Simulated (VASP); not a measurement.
Runs of VASP 6.6.1 on Ba3Sr. The structure is that of space group Pm-3m (No. 221), or close to it. The cells are those of the table. 

| task | cell | gap on the mesh (eV) | pressure (GPa) |
| --- | --- | --- | --- |
| single point | a = 6.015 Å, 4 atoms | none | -0.1 |
| single point | a = 5.935 Å, 4 atoms | none | 0.3 |
| relaxation of cell and atoms | relaxed from a = 5.975 Å, 4 atoms | none | 0.0 |
| single point | a = 5.975 Å, 4 atoms | none | (a) |

Alike in all rows: level LDA; potentials or basis VASP PAW LDA potentials, release 64 (Sr_sv, Ba_sv); no spin polarisation; k mesh 3 × 3 × 3; cutoff (eV) 500; smearing fermi-dirac 0.05 eV.

**Question.** Fill in the values left out.

**Answer.** (a) 0.1.

Caveats: spin-orbit coupling is left out, which moves the levels of the heavy elements.

A k mesh can miss the band edges, and the runs leave out spin-orbit coupling on Ba, Sr.

A gap of «none» marks levels without a gap at the run's occupations.
